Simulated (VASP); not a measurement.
Set up this calculation in VASP 6.6.1, as the native input.

```yaml
Task: single point
Functional: PBE
Potentials_or_basis: VASP PAW PBE potentials, release 64 (Cu, O)
Cutoff: 520 eV
k_mesh: 6 × 6 × 1
Occupations: gaussian, width 0.1 eV
Spin: no spin polarisation
Dipole_correction: yes
Further_INCAR_settings: ALGO = Normal; EDIFF = 1e-06; NBANDS = 81
```

The structure of Cu12O lies in POSCAR:

```
Cu12O
1.0
    5.1319544695      0.0000000000      0.0000000000
   -2.5659772347      4.4444029416      0.0000000000
    0.0000000000      0.0000000000     19.6215699228
Cu O
12 1
Direct
    0.3333333333      0.1666666667      0.2038572864
    0.3333333333      0.6666666667      0.2038572864
    0.8333333333      0.1666666667      0.2038572864
    0.8333333333      0.6666666667      0.2038572864
    0.1666666667      0.3333333333      0.3088787979
    0.1666666667      0.8333333333      0.3088787979
    0.6666666667      0.3333333333      0.3088787979
    0.6666666667      0.8333333333      0.3088787979
    0.0000000000      0.0000000000      0.4139103015
    0.0000000000      0.5000000000      0.4139103015
    0.5000000000      0.0000000000      0.4139103015
    0.5000000000      0.5000000000      0.4139103015
    0.0000000000      0.1666666667      0.4897023782
```

The input as run:

INCAR

```
SYSTEM = Cu12O
  PREC = Accurate
  ENCUT = 520
  EDIFF = 1E-6
  ISMEAR = 0
  SIGMA = 0.1
  LREAL = .FALSE.
  LASPH = .TRUE.
  NELM = 80
  ALGO = Normal
  ISIF = 2
  LWAVE = .FALSE.
  LCHARG = .FALSE.
  LDIPOL = .TRUE.
  IDIPOL = 3
  DIPOL = 0.5 0.5 0.323
  GGA = PE
  NBANDS = 81
```

KPOINTS

```
Automatic mesh
0
G
  6 6 1
  0 0 0
```

Potentials or basis: VASP PAW PBE potentials, release 64 (Cu, O).

Run with:

```bash
$ cat potpaw_PBE.64/Cu/POTCAR potpaw_PBE.64/O/POTCAR > POTCAR
$ mpirun -np 1 vasp_std > vasp.out
```

It gave:

```
Largest force          : 1.937 eV/Å
Band gap on the k mesh : zero (bands 69 and 70 overlap by 0.30 eV)
```

It took 20 min on 1 thread of Intel(R) Xeon(R) 6975P-C (Granite Rapids) (shared host), peak memory 0.84 GiB.
